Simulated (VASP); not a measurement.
HfZn, 2 atoms in the cell. It takes space group Pm-3m (No. 221, cubic). Conventional cell: a = 3.275 Å, b = 3.275 Å, c = 3.275 Å, α = 90.00°, β = 90.00°, γ = 90.00°. Within 3.7 Å of Hf (site symmetry m-3m) lie 8 Zn at 2.84 Å and 6 Hf at 3.28 Å. Within 3.7 Å of Zn (site symmetry m-3m) lie 8 Hf at 2.84 Å and 6 Zn at 3.28 Å. 

- Program: VASP 6.6.1
- Task: single point
- Functional: LDA
- Potentials or basis: VASP PAW LDA potentials, release 64 (Hf_pv, Zn)
- Cutoff: 520 eV
- k mesh: 7 × 7 × 7
- Occupations: methfessel-paxton, width 0.05 eV
- Spin: no spin polarisation
- Dipole correction: no
- Further INCAR settings: ALGO = Normal; EDIFF = 1e-06; NBANDS = 18

Potentials or basis: VASP PAW LDA potentials, release 64 (Hf_pv, Zn).

Command:

```sh
$ cat potpaw_LDA.64/Hf_pv/POTCAR potpaw_LDA.64/Zn/POTCAR > POTCAR
$ mpirun -np 1 vasp_std > vasp.out
```

Hardware: 1 thread of Intel(R) Xeon(R) 6975P-C (Granite Rapids), with other jobs on the host.

**Question.** Estimate the wall time of this run.

**Answer.** It took 3.5 s on 1 thread of Intel(R) Xeon(R) 6975P-C (Granite Rapids), with other jobs on the host, peak memory 0.13 GiB. Counts: scf iterations 13, k points 20.
